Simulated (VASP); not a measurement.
Set up this calculation in VASP 6.6.1, as the native input.

```yaml
Task: single point
Functional: LDA
Potentials_or_basis: VASP PAW LDA potentials, release 64 (Na_pv)
Cutoff: 520 eV
k_mesh: 11 × 11 × 11
Occupations: fermi-dirac, width 0.01 eV
Spin: no spin polarisation
Dipole_correction: no
Further_INCAR_settings: ALGO = Normal; EDIFF = 1e-07; NBANDS = 10
```

The structure of Na lies in POSCAR:

```
Na
1.0
   -2.0287155323      2.0287155323      2.0287155323
    2.0287155323     -2.0287155323      2.0287155323
    2.0287155323      2.0287155323     -2.0287155323
Na
1
Direct
    0.0000000000      0.0000000000      0.0000000000
```

The input as run:

INCAR

```
SYSTEM = Na
ALGO = Normal
EDIFF = 1E-7
ENCUT = 520
GGA = CA
ISIF = 2
ISMEAR = -1
LASPH = .True.
LCHARG = .False.
LREAL = .False.
LWAVE = .False.
NBANDS = 10
NELM = 60
PREC = Accurate
SIGMA = 0.01
```

KPOINTS

```
k-points
0
Gamma
  11 11 11
  0 0 0
```

Potentials or basis: VASP PAW LDA potentials, release 64 (Na_pv).

The run is started by

```console
$ cat potpaw_LDA.64/Na_pv/POTCAR > POTCAR
$ mpirun -np 1 vasp_std > vasp.out
```

Results of the run:

```
Pressure : -0.1 GPa
```

It took 18 s on 1 thread of Intel(R) Xeon(R) Platinum 8259CL CPU @ 2.50GHz (Skylake/Cascade Lake), on a shared host, peak memory 0.14 GiB.
